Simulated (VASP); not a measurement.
Write the native input for VASP 6.6.1 that does the following.

- Task: single point
- Functional: PBEsol
- Potentials or basis: VASP PAW PBE potentials, release 64 (Ti_sv, O)
- Cutoff: 520 eV
- k mesh: 6 × 5 × 6
- Occupations: fermi-dirac, width 0.05 eV
- Spin: no spin polarisation
- Hubbard terms: Ti d U = 6.0 eV
- Dipole correction: no
- Further INCAR settings: ALGO = Normal; EDIFF = 1e-06; NBANDS = 60

The structure of TiO2 lies in POSCAR:

```
TiO2
1.0
    4.5453495500      0.0000000000      0.0000000000
    0.0000000000      5.5196194400      0.0000000000
    0.0000000000      0.0000000000      4.9091968600
Ti O
4 8
Direct
    0.0000000000      0.1729909300      0.7500000000
    0.5000000000      0.3270090700      0.2500000000
    0.0000000000      0.8270090700      0.2500000000
    0.5000000000      0.6729909300      0.7500000000
    0.2714506200      0.3817246400      0.9186490800
    0.7714506200      0.1182753600      0.0813509200
    0.2285493800      0.1182753600      0.4186490800
    0.7285493800      0.3817246400      0.5813509200
    0.2714506200      0.6182753600      0.4186490800
    0.7714506200      0.8817246400      0.5813509200
    0.2285493800      0.8817246400      0.9186490800
    0.7285493800      0.6182753600      0.0813509200
```

One way to write it, as run:

INCAR

```
ALGO = Normal
EDIFF = 1E-6
ENCUT = 520
GGA = PS
ISIF = 2
ISMEAR = -1
LASPH = T
LCHARG = F
LDAU = T
LDAUJ = 0 0
LDAUL = 2 -1
LDAUPRINT = 1
LDAUTYPE = 2
LDAUU = 6 0
LMAXMIX = 4
LREAL = F
LWAVE = F
NBANDS = 60
NELM = 150
PREC = Accurate
SIGMA = 0.05
```

KPOINTS

```
k-points
0
Gamma
  6 5 6
```

Potentials or basis: VASP PAW PBE potentials, release 64 (Ti_sv, O).

The run is started by

```bash
$ cat potpaw_PBE.64/Ti_sv/POTCAR potpaw_PBE.64/O/POTCAR > POTCAR
$ mpirun -np 1 vasp_std > vasp.out
```

Results of the run:

- Pressure: 9.7 GPa
- Largest force: 0.852 eV/Å
- Band gap on the k mesh: 3.31 eV (least direct gap 3.41 eV)

Caveat: the cell stands under pressure; the PAW data sets were made with another functional, which shifts forces and pressure a little; an odd mesh through Γ misses points on the zone boundary, where band edges can lie.

It took 7.7 min on 1 thread of Oxide Virtual Turin-like Processor, with other jobs on the host, peak memory 0.35 GiB.
